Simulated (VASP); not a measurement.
Wanted: the native input for a VASP 6.6.1 run.

* Task: relaxation of cell and atoms
* Functional: PBE
* Potentials or basis: VASP PAW PBE potentials, release 64 (Al, B, P)
* Cutoff: 600 eV
* k mesh: 6 × 6 × 2
* Occupations: gaussian, width 0.1 eV
* Spin: no spin polarisation
* Dipole correction: no
* Further INCAR settings: ALGO = Normal; EDIFF = 1e-07; IBRION = 2; EDIFFG = -0.04; NSW = 90; ISIF = 3

The structure of Al3B2P lies in POSCAR:

```
Al3B2P
1.0
    3.4229191800      0.0000000000      0.0000000000
   -1.7114595900      2.9643349700      0.0000000000
    0.0000000000      0.0000000000      8.3116889500
Al B P
3 2 1
Direct
    0.3333333300      0.6666666700      0.1539180000
    0.6666666700      0.3333333300      0.8460820000
    0.0000000000      0.0000000000      0.5000000000
    0.3333333300      0.6666666700      0.6735060200
    0.6666666700      0.3333333300      0.3264939800
    0.0000000000      0.0000000000      0.0000000000
```

The input as run:

INCAR

```
SYSTEM = Al3B2P
  ALGO = Normal
  EDIFF = 1E-7
  EDIFFG = -0.04
  ENCUT = 600
  GGA = PE
  IBRION = 2
  ISIF = 3
  ISMEAR = 0
  LASPH = .TRUE.
  LCHARG = .FALSE.
  LREAL = .FALSE.
  LWAVE = .FALSE.
  NELM = 60
  NSW = 90
  PREC = Accurate
  SIGMA = 0.1
```

KPOINTS

```
k-points
0
G
  6 6 2
  0 0 0
```

Potentials or basis: VASP PAW PBE potentials, release 64 (Al, B, P).

Command:

```sh
$ cat potpaw_PBE.64/Al/POTCAR potpaw_PBE.64/B/POTCAR potpaw_PBE.64/P/POTCAR > POTCAR
$ mpirun -np 1 vasp_std > vasp.out
```

Results of the run:

| Quantity | Value |
| --- | --- |
| Relaxed volume | 12.98 Å³/atom |
| Relaxed cell | a = 3.365 Å, b = 3.365 Å, c = 7.942 Å, α = 90.00°, β = 90.00°, γ = 120.00° |
| Space group after relaxing (to 0.05 Å) | P-3m1 (No. 164) |
| Energy gained by relaxing | 245.2 meV/atom |
| Ionic steps | 13 |
| Pressure after relaxing | -0.3 GPa |
| Largest force after relaxing | 0.016 eV/Å |
| Band gap on the k mesh | zero (band 10 reaches 9.10 eV, above the bottom of band 11 at 6.13 eV) |

Caveat: the k points lie up to 0.40 Å⁻¹ apart in the final cell.

It took 2.1 min on 1 thread of Intel(R) Xeon(R) Platinum 8559C (Emerald Rapids), with other jobs on the host, peak memory 0.22 GiB.
